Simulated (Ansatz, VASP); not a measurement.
**One calculation of Ca2MgAs2, two programs**

Contents of INCAR:

```
SYSTEM = Ca2MgAs2
ALGO = Normal
EDIFF = 1E-7
ENCUT = 520
GGA = PE
ISIF = 2
ISMEAR = 0
LASPH = .TRUE.
LCHARG = .TRUE.
LELF = .TRUE.
LREAL = .FALSE.
LVHAR = .TRUE.
LWAVE = .FALSE.
NBANDS = 24
NELM = 100
PREC = Accurate
SIGMA = 0.1
```

The input KPOINTS:

```
k-points
0
G
  10 10 4
  0 0 0
```

Contents of POSCAR:

```
Ca2MgAs2
1.0
    3.6024953867      0.0000000000      0.0000000000
    0.0000000000      3.6024953867      0.0000000000
    0.0000000000      0.0000000000     10.5398800092
Ca Mg As
2 1 2
Direct
    0.0000000000      0.0000000000      0.8098436408
    0.0000000000      0.0000000000      0.1901563592
    0.0000000000      0.0000000000      0.5000000000
    0.5000000000      0.5000000000      0.3433534123
    0.5000000000      0.5000000000      0.6566465877
```

Input for Ansatz:

```yaml
crystal:
  lattice:
    - [3.6024953867, 0.0, 0.0]
    - [0.0, 3.6024953867, 0.0]
    - [0.0, 0.0, 10.5398800092]
  atoms:
    - { symbol: Ca, position: [0.0, 0.0, 0.8098436408] }
    - { symbol: Ca, position: [0.0, 0.0, 0.1901563592] }
    - { symbol: Mg, position: [0.0, 0.0, 0.5] }
    - { symbol: As, position: [0.5, 0.5, 0.3433534123] }
    - { symbol: As, position: [0.5, 0.5, 0.6566465877] }
basis:
  ecutwfc: 420
kpoints:
  mp_grid: { grid: [10, 10, 4] }
  band_path:
    path:
      - [[0.0, 0.0, 0.0], [0.0, 0.5, 0.0], [0.5, 0.5, 0.0], [0.0, 0.0, 0.0], [0.0, 0.0, 0.5], [0.0, 0.5, 0.5], [0.5, 0.5, 0.5], [0.0, 0.0, 0.5]]
      - [[0.0, 0.5, 0.0], [0.0, 0.5, 0.5]]
      - [[0.5, 0.5, 0.0], [0.5, 0.5, 0.5]]
    npoints: 14
hamiltonian:
  xc: pbe
scf:
  occupations: { method: gaussian, width: 0.1 }
  n_extra_bands: 12
output:
  forces: true
  stress: true
  eigenvalues: true
  populations: true
  dos: { projected: true, de: 0.02, nscf_kmesh: { grid: [15, 15, 6] } }
  bader: true
  write_density: true
  write_potential: true
  elf: true
  volumetric_format: npy
```

Alike in both runs: task single point; functional PBE; k mesh 10 × 10 × 4; occupations gaussian, width 0.1 eV; no spin polarisation.

|  | VASP | Ansatz |
| --- | --- | --- |
| version | VASP 6.6.1 | Ansatz 0.2.0 |
| potentials or method | VASP PAW PBE potentials, release 64 (Ca_sv, Mg, As), cutoff 520 eV | scalar-relativistic, plane waves, PAW |
| valence electrons in the cell | 32 | 60 |

```tsv
	VASP	Ansatz	Ansatz less VASP
gap on the k mesh at the Fermi level (eV)	none	none	-
pressure (GPa)	0.1	0.0	-0.06
rms of the force components (eV/Å)	0.011	0.001	-0.0107
```

Atom by atom the forces differ by 0.012 eV/Å (rms over components). A gap of «none» marks a metal or a gap that the smearing closes. VASP's potentials hold 32 valence electrons a cell and Ansatz's 60, so a difference there can come from the potentials and not from the codes.
